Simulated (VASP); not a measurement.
# AgCl (I4mm) in VASP: a series of runs, part 2 of 2

VASP 6.6.1.

## (4) Single point, PBE

Input file INCAR:

```
  PREC = Accurate
  ENCUT = 520
  EDIFF = 1E-6
  ISMEAR = 0
  SIGMA = 0.05
  LREAL = F
  LASPH = T
  NELM = 100
  ALGO = Normal
  ISIF = 2
  LWAVE = F
  LCHARG = F
  GGA = PE
  NBANDS = 16
```

Input file KPOINTS:

```
Automatic mesh
0
Gamma
  8 8 8
```

Input file POSCAR:

```
AgCl
1.0
    0.0000000000      2.7731500000      2.7731500000
    2.7731500000      0.0000000000      2.7731500000
    2.7731500000      2.7731500000      0.0000000000
Ag Cl
1 1
Direct
    0.4977462452      0.4977462452      0.5022537548
    0.0000000000      0.0000000000      0.0000000000
```

Potentials or basis: VASP PAW PBE potentials, release 64 (Ag, Cl).

Launch:

```bash
$ cat potpaw_PBE.64/Ag/POTCAR potpaw_PBE.64/Cl/POTCAR > POTCAR
$ mpirun -np 1 vasp_std > vasp.out
```

OUTCAR:

```text
PREC = Accurate
   ENCUT = 520
   EDIFF = 1E-6
   ISMEAR = 0
   LREAL = F
   LASPH = T
   NELM = 100
   ISIF = 2
   GGA = PE

 ion  position               nearest neighbor table
   1  0.498  0.498  0.502-   2 2.76   2 2.77   2 2.77   2 2.77   2 2.77   2 2.79
   2  0.000  0.000  0.000-   1 2.76   1 2.77   1 2.77   1 2.77   1 2.77   1 2.79

  LATTYP: Found a face centered cubic cell.
 ALAT       =     5.5463000000

  Lattice vectors:

 A1 = (   0.0000000000,   2.7731500000,   2.7731500000)
 A2 = (   2.7731500000,   0.0000000000,   2.7731500000)
 A3 = (   2.7731500000,   2.7731500000,   0.0000000000)

Analysis of symmetry for initial positions (statically):
=====================================================================
 Subroutine PRICEL returns:
 Original cell was already a primitive cell.

 Routine SETGRP: Setting up the symmetry group for a
 face centered cubic supercell.

 Subroutine GETGRP returns: Found  8 space group operations
 (whereof  8 operations were pure point group operations)
 out of a pool of 48 trial point group operations.

The static configuration has the point symmetry C_4v.

Analysis of symmetry for dynamics (positions and initial velocities):
=====================================================================
 Subroutine PRICEL returns:
 Original cell was already a primitive cell.

 Routine SETGRP: Setting up the symmetry group for a
 face centered cubic supercell.

 Subroutine GETGRP returns: Found  8 space group operations
 (whereof  8 operations were pure point group operations)
 out of a pool of 48 trial point group operations.

The dynamic configuration has the point symmetry C_4v.

 Subroutine INISYM returns: Found  8 space group operations
 (whereof  8 operations are pure point group operations),
 and found     1 'primitive' translations

[... 111 lines left out ...]
   IALGO  =     38    algorithm
   IMIX   =      4    mixing-type and parameters
     AMIX     =   0.40;   BMIX     =  1.00
     AMIX_MAG =   1.60;   BMIX_MAG =  1.00
  volume/ion in A,a.u.               =      21.33       143.92
  Fermi-wavevector in a.u.,A,eV,Ry     =   1.227955  2.320498 20.515850  1.507872
  Thomas-Fermi vector in A             =   2.362898
   LORBIT       =      0    0 simple, 1 ext, 2 COOP (PROOUT), +10 PAW based schemes
   GGA     = PE    functional components
   LHFCALC =     F    Hartree Fock is set to
   AEXX    =    0.0000 exact exchange contribution
   IVDW    =     0    specifies the selected vdW correction
   LEPSILON=     F    determine dielectric tensor
   LRPA    =     F    only Hartree local field effects (RPA)
 non-spin polarized calculation
 Gauss-broadening in eV      SIGMA  =   0.05
  energy-cutoff  :      520.00
  volume of cell :       42.65
 maximum number of plane-waves:      1174
 NGX is ok and might be reduce to    30
   NGX = 15   NGY = 15   NGZ = 15

 number of electron      18.0000004 magnetization

 Free energy of the ion-electron system (eV)
  ---------------------------------------------------
  ext. energy  EPLUGINS =         0.00000000
  ---------------------------------------------------
  free energy    TOTEN  =        -5.39433949 eV

  energy without entropy =       -5.39433949  energy(sigma->0) =       -5.39433949

 E-fermi :   4.0692     XC(G=0):  -9.9653

 val. band max:        3.8171378146   @ k =   0.5000   0.0000   0.0000
 cond. band min:       4.7262162646   @ k =   0.0000   0.0000   0.0000
 fundamental gap:      0.9090784500
 Fermi energy:         4.0692243208

 k-point     1 :       0.0000    0.0000    0.0000
  band No.  band energies     occupation
      1     -11.3310      2.00000
      2       1.3724      2.00000
      3       1.3724      2.00000
      4       1.3781      2.00000
      5       1.3963      2.00000
      6       1.4191      2.00000
[... 433 lines left out ...]
      3      -0.2100      2.00000
      4       0.0195      2.00000
      5       1.5117      2.00000
      6       1.7937      2.00000
[... 8 lines left out ...]
     15      18.1318      0.00000
     16      19.0575      0.00000

 [... further k-points ...]

------------------------ aborting loop because EDIFF is reached ----------------------------------------

  FORCE on cell =-STRESS in cart. coord.  units (eV):
  Direction    XX          YY          ZZ          XY          YZ          ZX
  --------------------------------------------------------------------------------------
  -------------------------------------------------------------------------------------
  Total        0.3911676      0.3911676      0.3930657      0.0000000      0.0000000      0.0000000
  in kB       14.6934382     14.6934382     14.7647366      0.0000000      0.0000000      0.0000000
  external PRESSURE =      14.7172043 kB  Pullay stress =       0.0000000 kB

 VOLUME and BASIS-vectors are now :
 -----------------------------------------------------------------------------
  energy-cutoff  :      520.00
  volume of cell :       42.65
      direct lattice vectors                 reciprocal lattice vectors
     0.000000000  2.773150000  2.773150000    -0.180300380  0.180300380  0.180300380
     2.773150000  0.000000000  2.773150000     0.180300380 -0.180300380  0.180300380
     2.773150000  2.773150000  0.000000000     0.180300380  0.180300380 -0.180300380

 POSITION                                       TOTAL-FORCE (eV/Angst)
 -----------------------------------------------------------------------------------
      2.77315      2.77315      2.76065         0.000000      0.000000      0.014098
      0.00000      0.00000      0.00000         0.000000      0.000000     -0.014098
 -----------------------------------------------------------------------------------
    total drift:                                0.000000      0.000000      0.000148

  FREE ENERGIE OF THE ION-ELECTRON SYSTEM (eV)
  ---------------------------------------------------
  free  energy   TOTEN  =        -5.3943394908 eV

  energy  without entropy=       -5.3943394908  energy(sigma->0) =       -5.39433949
```

Run time: 23 s. Hardware: 1 thread of AMD EPYC 7R13 (Zen 3), shared host; peak memory 0.16 GiB.

Results:

```yaml
Free_energy: -5.3943 eV
Pressure: 1.5 GPa
Largest_force: 0.014 eV/Å
Band_gap_on_the_k_mesh: 0.91 eV, indirect (least direct gap 3.18 eV)
```

Forces in eV/Å, atoms in the order of the input:
```
Ag   0.000  0.000  0.014
Cl   0.000  0.000 -0.014
```

Caveat: the cell differs from its parent crystal (all Ag atoms moved +0.013 Å, as atom 1 towards its neighbour atom 2 (Cl) at 2.773 Å).
